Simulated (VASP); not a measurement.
# PPt (P6_3mc) in VASP: a series of runs, part 2 of 2

VASP 6.6.1. The steps go on from the part before.

## (3) Single point, PBE

This run uses another cell than the first one, of 18.24 Å³/atom, 1.029 times its volume.

The input, INCAR:

```
SYSTEM = PPt
  PREC = Accurate
  ENCUT = 520
  EDIFF = 1E-6
  ISMEAR = -1
  SIGMA = 0.15
  LREAL = .FALSE.
  LASPH = .TRUE.
  NELM = 80
  ALGO = Normal
  ISIF = 2
  LWAVE = .FALSE.
  LCHARG = .FALSE.
  GGA = PE
  NBANDS = 23
```

The input, KPOINTS:

```
Automatic mesh
0
G
  7 7 4
  0 0 0
```

The input, POSCAR:

```
PPt
1.0
    3.6752659499      0.0000000000      0.0000000000
   -1.8376329749      3.1828733492      0.0000000000
    0.0000000000      0.0000000000      6.2387177713
P Pt
2 2
Direct
    0.6666666667      0.3333333333      0.5031030000
    0.3333333333      0.6666666667      0.0031030000
    0.6666666667      0.3333333333      0.8718990000
    0.3333333333      0.6666666667      0.3718990000
```

Potentials or basis: VASP PAW PBE potentials, release 64 (P, Pt).

Command:

```console
$ cat potpaw_PBE.64/P/POTCAR potpaw_PBE.64/Pt/POTCAR > POTCAR
$ mpirun -np 1 vasp_std > vasp.out
```

OUTCAR:

```text
SYSTEM = PPt
   PREC = Accurate
   ENCUT = 520
   EDIFF = 1E-6
   ISMEAR = -1
   LREAL = .FALSE.
   LASPH = .TRUE.
   NELM = 80
   ISIF = 2
   GGA = PE

 ion  position               nearest neighbor table
   1  0.667  0.333  0.503-   4 2.27   4 2.27   4 2.27   3 2.30
   2  0.333  0.667  0.003-   3 2.27   3 2.27   3 2.27   4 2.30
   3  0.667  0.333  0.872-   2 2.27   2 2.27   2 2.27   1 2.30
   4  0.333  0.667  0.372-   1 2.27   1 2.27   1 2.27   2 2.30

  LATTYP: Found a hexagonal cell.
 ALAT       =     3.6752659499
 C/A-ratio  =     1.6974874353

  Lattice vectors:

 A1 = (   3.6752659499,   0.0000000000,   0.0000000000)
 A2 = (  -1.8376329749,   3.1828733492,   0.0000000000)
 A3 = (   0.0000000000,   0.0000000000,   6.2387177713)

Analysis of symmetry for initial positions (statically):
=====================================================================
 Subroutine PRICEL returns:
 Original cell was already a primitive cell.

 Routine SETGRP: Setting up the symmetry group for a
 hexagonal supercell.

 Subroutine GETGRP returns: Found 12 space group operations
 (whereof  6 operations were pure point group operations)
 out of a pool of 24 trial point group operations.
[... 167 lines left out ...]

 E-fermi :   7.8728     XC(G=0): -10.9925

 val. band max:        7.7574996949   @ k =   0.2857   0.1429   0.0000
 cond. band min:       8.0001206132   @ k =   0.1429   0.1429   0.0000
 fundamental gap:      0.2426209183
 Fermi energy:         7.8728470433

 k-point     1 :       0.0000    0.0000    0.0000
  band No.  band energies     occupation
      1      -5.5485      2.00000
      2      -4.1325      2.00000
      3       1.4450      2.00000
      4       1.4518      2.00000
      5       1.5970      2.00000
      6       1.5970      2.00000
[... 613 lines left out ...]
     22      15.1463      0.00000
     23      15.9812      0.00000

------------------------ aborting loop because EDIFF is reached ----------------------------------------

  FORCE on cell =-STRESS in cart. coord.  units (eV):
  Direction    XX          YY          ZZ          XY          YZ          ZX
  --------------------------------------------------------------------------------------
  -------------------------------------------------------------------------------------
  Total        3.8321378      3.8321370      4.4864470      0.0000000      0.0000000      0.0000000
  in kB       84.1294853     84.1294679     98.4939740      0.0000000      0.0000000      0.0000000
  external PRESSURE =      88.9176424 kB  Pullay stress =       0.0000000 kB

 VOLUME and BASIS-vectors are now :
 -----------------------------------------------------------------------------
  energy-cutoff  :      520.00
  volume of cell :       72.98
      direct lattice vectors                 reciprocal lattice vectors
     3.675265950  0.000000000  0.000000000     0.272089153  0.157090762  0.000000000
    -1.837632975  3.182873349  0.000000000     0.000000000  0.314181524  0.000000000
     0.000000000  0.000000000  6.238717771     0.000000000  0.000000000  0.160289347

 POSITION                                       TOTAL-FORCE (eV/Angst)
 -----------------------------------------------------------------------------------
      1.83763      1.06096      3.13872        -0.000000     -0.000000      0.296405
     -0.00000      2.12192      0.01936         0.000000      0.000000      0.296405
      1.83763      1.06096      5.43953        -0.000000     -0.000000     -0.296405
     -0.00000      2.12192      2.32017         0.000000     -0.000000     -0.296405
 -----------------------------------------------------------------------------------
    total drift:                               -0.000000     -0.000000     -0.002261

  FREE ENERGIE OF THE ION-ELECTRON SYSTEM (eV)
  ---------------------------------------------------
  free  energy   TOTEN  =       -24.2497970972 eV

  energy  without entropy=      -24.0884770253  energy(sigma->0) =      -24.16913706
```

OSZICAR:

```text
N       E                     dE             d eps       ncg     rms          rms(c)
DAV:   1     0.148549050216E+03    0.14855E+03   -0.14154E+04  1104   0.119E+03
DAV:   2    -0.197985558975E+02   -0.16835E+03   -0.15746E+03  1265   0.239E+02
DAV:   3    -0.257527283755E+02   -0.59542E+01   -0.58781E+01  1428   0.445E+01
DAV:   4    -0.258228381073E+02   -0.70110E-01   -0.70086E-01  1266   0.543E+00
DAV:   5    -0.258240641719E+02   -0.12261E-02   -0.12260E-02  1465   0.710E-01    0.204E+01
DAV:   6    -0.244188960950E+02    0.14052E+01   -0.58885E+00  1160   0.192E+01    0.910E+00
DAV:   7    -0.242921467534E+02    0.12675E+00   -0.65495E-01  1132   0.678E+00    0.533E+00
DAV:   8    -0.242514102330E+02    0.40737E-01   -0.43332E-02  1342   0.145E+00    0.595E-01
DAV:   9    -0.242496548928E+02    0.17553E-02   -0.65492E-03  1293   0.607E-01    0.261E-01
DAV:  10    -0.242498367990E+02   -0.18191E-03   -0.54532E-04  1342   0.137E-01    0.113E-01
DAV:  11    -0.242497962042E+02    0.40595E-04   -0.66555E-05  1342   0.556E-02    0.227E-02
DAV:  12    -0.242497970972E+02   -0.89302E-06   -0.45030E-06  1377   0.121E-02
   1 F= -.24249797E+02 E0= -.24169137E+02  d E =-.161320E+00
```

stdout:

```text
POSCAR found type information on POSCAR P Pt
 POSCAR found :  2 types and       4 ions
 scaLAPACK will be used
 LDA part: xc-table for (Slater+PW92), standard interpolation
 POSCAR, INCAR and KPOINTS ok, starting setup
 FFT: planning ... GRIDC
 FFT: planning ... GRID_SOFT
 FFT: planning ... GRID
 WAVECAR not read
 entering main loop
```

Wall time 20 s (1 thread of Intel Xeon Platinum 8488C (Sapphire Rapids), shared host); peak memory 0.2 GiB.

What came out:

```yaml
Free_energy: -24.2498 eV
Pressure: 8.9 GPa
Largest_force: 0.296 eV/Å
Band_gap_on_the_k_mesh: zero (band 15 reaches 10.72 eV, above the bottom of band 16 at 6.77 eV)
```

Forces in eV/Å, atoms in the order of the input:
```
P    0.000  0.000  0.296
P    0.000  0.000  0.296
Pt   0.000  0.000 -0.296
Pt   0.000  0.000 -0.296
```

Caveat: spin-orbit coupling is left out, which moves the levels of the heavy elements.
